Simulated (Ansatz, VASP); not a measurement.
FePt: VASP beside Ansatz

INCAR

```
SYSTEM = FePt
ALGO = Normal
EDIFF = 1E-6
ENCUT = 520
GGA = PS
ISIF = 2
ISMEAR = 0
ISPIN = 2
LASPH = .True.
LCHARG = .False.
LMAXMIX = 4
LORBIT = 11
LREAL = .False.
LWAVE = .False.
MAGMOM = 3.25 0.45
NBANDS = 20
NELM = 150
PREC = Accurate
SIGMA = 0.15
```

KPOINTS

```
k-points
0
Gamma
  18 18 14
  0 0 0
```

The input POSCAR:

```
FePt
1.0
    2.5039216807      0.0000000000      0.0000000000
    0.0000000000      2.5039216807      0.0000000000
    0.0000000000      0.0000000000      3.9960000000
Fe Pt
1 1
Direct
    0.5000000000      0.5000000000      0.5000000000
    0.0000000000      0.0000000000      0.0000000000
```

Input for Ansatz:

```yaml
crystal:
  lattice:
    - [2.5039216807, 0.0, 0.0]
    - [0.0, 2.5039216807, 0.0]
    - [0.0, 0.0, 3.996]
  atoms:
    - { symbol: Fe, position: [0.5, 0.5, 0.5], spin: 3.25 }
    - { symbol: Pt, position: [0.0, 0.0, 0.0], spin: 0.45 }
basis:
  ecutwfc: 420
kpoints:
  mp_grid: { grid: [18, 18, 14] }
hamiltonian:
  xc: pbesol
scf:
  occupations: { method: gaussian, width: 0.15 }
output:
  forces: true
  stress: true
  eigenvalues: true
  populations: true
magnetization:
  spin_polarized: true
```

Change from the starting cell: strain -0.080 along x and y, +0.080 along z, atoms carried along.

Alike in both runs: task single point; functional PBEsol; k mesh 18 × 18 × 14; occupations gaussian, width 0.15 eV; collinear spin.

```csv
,VASP,Ansatz
version,VASP 6.6.1,Ansatz 0.2.0
potentials or method,"VASP PAW PBE potentials, release 64 (Fe, Pt), cutoff 520 eV","scalar-relativistic, plane waves, PAW"
valence electrons in the cell,18,34
```

|  | VASP | Ansatz | Ansatz less VASP |
| --- | --- | --- | --- |
| gap on the k mesh at the Fermi level (eV) | none | none | - |
| pressure (GPa) | 22.9 | 23.2 | +0.24 |
| traceless stress, the component that is largest in VASP (GPa) | -24.77 | -25.14 | -0.361 |
| net moment per atom (μB) | 1.45 | 1.45 | -0.001 |
| size of the moment on the site where the two differ most (μB) | 0.20 | 0.27 | +0.065 |

VASP's potentials were made for PBE, not for PBEsol. Site moments also hang on the region over which each program counts them. A gap of «none» marks a metal or a gap that the smearing closes. VASP's potentials hold 18 valence electrons a cell and Ansatz's 34, so a difference there can come from the potentials and not from the codes.

Spin-orbit coupling is off throughout.
